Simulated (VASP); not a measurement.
A run of VASP 6.6.1:

POSCAR

```
KBr
1.0
    0.0000000000      3.3000000000      3.3000000000
    3.3000000000      0.0000000000      3.3000000000
    3.3000000000      3.3000000000      0.0000000000
Br K
1 1
Direct
    0.5000000000      0.5000000000      0.5000000000
    0.0000000000      0.0000000000      0.0000000000
```

INCAR.step1

```
SYSTEM = KBr
ALGO = Normal ; EDIFF = 1E-5
ENCUT = 600 ; GGA = PE
ISMEAR = 0 ; LASPH = .TRUE.
LCHARG = .FALSE. ; LREAL = .FALSE.
LWAVE = .TRUE. ; NBANDS = 15
NELM = 80 ; PREC = Accurate
SIGMA = 0.1
```

Contents of INCAR.step2:

```
SYSTEM = KBr
AEXX = 1.0 ; AGGAC = 0.0
ALDAC = 0.0 ; ALGO = Normal
EDIFF = 1E-7 ; EDIFFG = -0.01
ENCUT = 600 ; GGA = PE
IBRION = 2 ; ISIF = 3
ISMEAR = 0 ; ISTART = 1
LASPH = .TRUE. ; LCHARG = .FALSE.
LHFCALC = .TRUE. ; LREAL = .FALSE.
LWAVE = .FALSE. ; NELM = 80
NSW = 60 ; PREC = Accurate
PRECFOCK = Normal ; SIGMA = 0.1
```

Contents of KPOINTS:

```
k-points
0
G
  4 4 4
  0 0 0
```

Potentials or basis: VASP PAW PBE potentials, release 64 (Br, K_sv).

The run is started by

```console
$ cat potpaw_PBE.64/Br/POTCAR potpaw_PBE.64/K_sv/POTCAR > POTCAR
$ cp INCAR.step1 INCAR
$ mpirun -np 1 vasp_std > vasp.out
$ cp INCAR.step2 INCAR
$ mpirun -np 1 vasp_std > vasp.out
```

Hardware: 1 thread of Intel(R) Xeon(R) Platinum 8259CL CPU @ 2.50GHz (Skylake/Cascade Lake) (shared host).

Q: Estimate the wall time of this run.

A: Wall time 64 min on 1 thread of Intel(R) Xeon(R) Platinum 8259CL CPU @ 2.50GHz (Skylake/Cascade Lake), with other jobs on the host, peak memory 0.27 GiB. Counts: k points 8, ion steps 4.
